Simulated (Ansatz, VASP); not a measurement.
# LiF in VASP and in Ansatz

```
CELL_PARAMETERS angstrom
0.00000 2.13453 2.16051
2.13453 0.00000 2.16051
2.13453 2.13453 0.00000
ATOMIC_POSITIONS crystal
Li 0.00000 0.00000 0.00000
F 0.25000 0.25000 0.25000
```

Change from the starting cell: epitaxial_xy strain -0.5%.

Alike in both runs: task single point; functional r2SCAN; k mesh 10 × 10 × 10; no spin polarisation.

|  | VASP | Ansatz |
| --- | --- | --- |
| version | VASP 6.6.1 | Ansatz 0.2.0 |
| potentials or method | VASP PAW PBE potentials, release 64 (Li_sv, F) | plane waves, PAW |
| plane-wave cutoff (eV) | 520 | 500 |
| occupations | gaussian, width 0.01 eV | fixed |
| valence electrons in the cell | 10 | 10 |

Ansatz gave:

| Item | Value |
| --- | --- |
| gap on the k mesh at the Fermi level (eV) | 8.67 |

Q: Estimate VASP's values.

A: gap on the k mesh at the Fermi level (eV): 8.76.

VASP's potentials were made for PBE, not for r2SCAN.

Noted on VASP's run: the cutoff is under 1.25 times that of the potentials, so the pressure is a little rough.
